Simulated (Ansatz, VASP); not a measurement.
## Ta4C3: VASP beside Ansatz

File INCAR:

```
  PREC = Accurate
  ENCUT = 520
  EDIFF = 1E-6
  ISMEAR = 0
  SIGMA = 0.15
  LREAL = F
  LASPH = T
  NELM = 60
  ALGO = Normal
  ISIF = 2
  LWAVE = F
  LCHARG = F
  GGA = PS
  NBANDS = 69
```

File KPOINTS:

```
regular mesh
0
Gamma
  9 9 5
```

Contents of POSCAR:

```
Ta4C3
1.0
    0.0000000000     -4.4026022057      0.0000000000
    0.0000000000      0.0000000000     -4.4026022057
    8.6552044115      0.0000000000      0.0000000000
Ta C
8 6
Direct
    0.5000000000      0.5000000000      0.8901642866
    0.5000000000      0.5000000000      0.3814989800
    1.0000000000      0.5000000000      0.1271663267
    1.0000000000      0.5000000000      0.6358316333
    0.5000000000      1.0000000000      0.1271663267
    0.5000000000      1.0000000000      0.6358316333
    0.0000000000      0.0000000000      0.3814989800
    0.0000000000      0.0000000000      0.8901642866
    0.0000000000      1.0000000000      0.1271663267
    0.0000000000      1.0000000000      0.6358316333
    0.5000000000      1.0000000000      0.8901642866
    0.5000000000      1.0000000000      0.3814989800
    0.0000000000      0.5000000000      0.8901642866
    0.0000000000      0.5000000000      0.3814989800
```

Input for Ansatz:

```yaml
crystal:
  lattice:
    - [0.0, -4.4026022057, 0.0]
    - [0.0, 0.0, -4.4026022057]
    - [8.6552044115, 0.0, 0.0]
  atoms:
    - { symbol: Ta, position: [0.5, 0.5, 0.8901642866] }
    - { symbol: Ta, position: [0.5, 0.5, 0.38149898] }
    - { symbol: Ta, position: [1.0, 0.5, 0.1271663267] }
    - { symbol: Ta, position: [1.0, 0.5, 0.6358316333] }
    - { symbol: Ta, position: [0.5, 1.0, 0.1271663267] }
    - { symbol: Ta, position: [0.5, 1.0, 0.6358316333] }
    - { symbol: Ta, position: [0.0, 0.0, 0.38149898] }
    - { symbol: Ta, position: [0.0, 0.0, 0.8901642866] }
    - { symbol: C, position: [0.0, 1.0, 0.1271663267] }
    - { symbol: C, position: [0.0, 1.0, 0.6358316333] }
    - { symbol: C, position: [0.5, 1.0, 0.8901642866] }
    - { symbol: C, position: [0.5, 1.0, 0.38149898] }
    - { symbol: C, position: [0.0, 0.5, 0.8901642866] }
    - { symbol: C, position: [0.0, 0.5, 0.38149898] }
basis:
  ecutwfc: 420
kpoints:
  mp_grid: { grid: [9, 9, 5] }
hamiltonian:
  xc: pbesol
scf:
  occupations: { method: gaussian, width: 0.15 }
output:
  forces: true
  stress: true
  eigenvalues: true
```

Alike in both runs: task single point; functional PBEsol; k mesh 9 × 9 × 5; occupations gaussian, width 0.15 eV; no spin polarisation.

|  | VASP | Ansatz |
| --- | --- | --- |
| version | VASP 6.6.1 | Ansatz 0.2.0 |
| potentials or method | VASP PAW PBE potentials, release 64 (Ta_pv, C), cutoff 520 eV | scalar-relativistic, plane waves, PAW |
| valence electrons in the cell | 112 | 128 |

|  | VASP | Ansatz | Ansatz less VASP |
| --- | --- | --- | --- |
| gap on the k mesh at the Fermi level (eV) | none | none | - |
| pressure (GPa) | 7.5 | 6.7 | -0.76 |
| traceless stress, the component that is largest in VASP (GPa) | 6.59 | 6.52 | -0.066 |
| rms of the force components (eV/Å) | 0.628 | 0.621 | -0.0071 |

VASP's potentials were made for PBE, not for PBEsol. Atom by atom the forces differ by 0.007 eV/Å (rms over components). A gap of «none» marks a metal or a gap that the smearing closes. VASP's potentials hold 112 valence electrons a cell and Ansatz's 128, so a difference there can come from the potentials and not from the codes.

Spin-orbit coupling is off throughout.
